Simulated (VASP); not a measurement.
CaZrN, 3 atoms in the cell. It takes space group P4/mmm (No. 123, tetragonal). The conventional cell has a = 2.719 Å, b = 2.719 Å, c = 7.905 Å, α = 90.00°, β = 90.00°, γ = 90.00°. Ca (site symmetry 4/mmm) has 4 Ca at 2.72 Å within 3.6 Å. Within 2.5 Å of Zr (site symmetry 4/mmm) lie 4 N at 1.92 Å. Within 2.5 Å of N (site symmetry 4/mmm) lie 4 Zr at 1.92 Å. 

```yaml
Program: VASP 6.6.1
Task: single point
Functional: PBE
Potentials_or_basis: VASP PAW PBE potentials, release 64 (Ca_sv, Zr_sv, N)
Cutoff: 520 eV
k_mesh: 6 × 6 × 2
Occupations: gaussian, width 0.1 eV
Spin: no spin polarisation
Dipole_correction: no
Further_INCAR_settings: ALGO = Normal; EDIFF = 1e-06; NBANDS = 20
```

Potentials or basis: VASP PAW PBE potentials, release 64 (Ca_sv, Zr_sv, N).

Command:

```bash
$ cat potpaw_PBE.64/Ca_sv/POTCAR potpaw_PBE.64/Zr_sv/POTCAR potpaw_PBE.64/N/POTCAR > POTCAR
$ mpirun -np 1 vasp_std > vasp.out
```

Hardware: 1 thread of Oxide Virtual Turin-like Processor (shared host).

Q: Estimate the wall time of this run.

A: Wall time 31 s on 1 thread of Oxide Virtual Turin-like Processor, with other jobs on the host, peak memory 0.14 GiB. Counts: scf iterations 14, k points 20.
